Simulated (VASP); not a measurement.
Here is a VASP 6.6.1 calculation.

The input INCAR:

```
ALGO = Fast
EDIFF = 1E-6
EDIFFG = -0.05
ENCUT = 600
GGA = PE
IBRION = 2
ISIF = 3
ISMEAR = 0
LASPH = True
LCHARG = False
LREAL = False
LWAVE = False
NELM = 80
NSW = 80
PREC = Accurate
SIGMA = 0.1
```

KPOINTS

```
k-points
0
Gamma
  10 10 10
```

Contents of POSCAR:

```
Pb
1.0
   -1.5798850211      1.5798850211      1.4771218122
    1.5798850211     -1.5798850211      1.4771218122
    1.5798850211      1.5798850211     -1.4771218122
Pb
1
Direct
    0.0000000000      0.0000000000      0.0000000000
```

Potentials or basis: VASP PAW PBE potentials, release 64 (Pb_d).

Run with:

```bash
$ cat potpaw_PBE.64/Pb_d/POTCAR > POTCAR
$ mpirun -np 1 vasp_std > vasp.out
```

Task: Predict the space group after relaxing (to 0.1 Å).

Result: I4/mmm (No. 139).

Task: Estimate the band gap on the k mesh.

Result: Zero (bands 7 and 8 overlap by 8.02 eV).

Task: What does it give for the relaxed volume?

Result: 31.70 Å³/atom.

Task: What does it give for the relaxed cell?

Result: a = 3.475 Å, b = 3.475 Å, c = 3.475 Å, α = 105.20°, β = 105.20°, γ = 118.41°.

Final structure:
```
Pb
1.0
    -2.11066    2.11066    1.77902
     2.11066   -2.11066    1.77902
     2.11066    2.11066   -1.77902
Pb
1
Cartesian
  2.1107 -2.1107 1.7790
```

Caveat: the volume moved by over 15 % at a fixed basis, so the end points are rough; spin-orbit coupling is left out, which moves the levels of the heavy elements.
